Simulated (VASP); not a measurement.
SnO:

```
CELL_PARAMETERS angstrom
3.30311 0.00000 0.00000
0.00000 5.75771 0.00000
0.00000 0.00000 4.00081
ATOMIC_POSITIONS crystal
Sn 0.00000 0.22944 0.51726
Sn 0.50000 0.77056 0.01726
O 0.00000 0.89353 0.73274
O 0.50000 0.10647 0.23274
```

Base run:

| Item | Value |
| --- | --- |
| Program | VASP 6.6.1 |
| Functional | PBE |
| Potentials or basis | VASP PAW PBE potentials, release 64 (Sn_d, O) |
| Cutoff | 520 eV |
| k mesh | 8 × 4 × 6 |
| Occupations | gaussian, width 0.01 eV |
| Spin | no spin polarisation |

Its results: band gap on the k mesh 1.41 eV (least direct gap 2.10 eV); pressure 4.8 GPa; largest force 0.622 eV/Å.

Problem. The run is repeated on the same cell with these changes: functional from PBE to r2SCAN. What comes out?

Solution. Band gap on the k mesh 1.72 eV (least direct gap 2.42 eV); pressure 1.5 GPa; largest force 0.123 eV/Å.

Caveats: spin-orbit coupling is left out, which moves the levels of the heavy elements; the cell stands under pressure (at least some runs); the PAW data sets were made with another functional, which shifts forces and pressure a little (at least some runs).

A k mesh can miss the band edges.
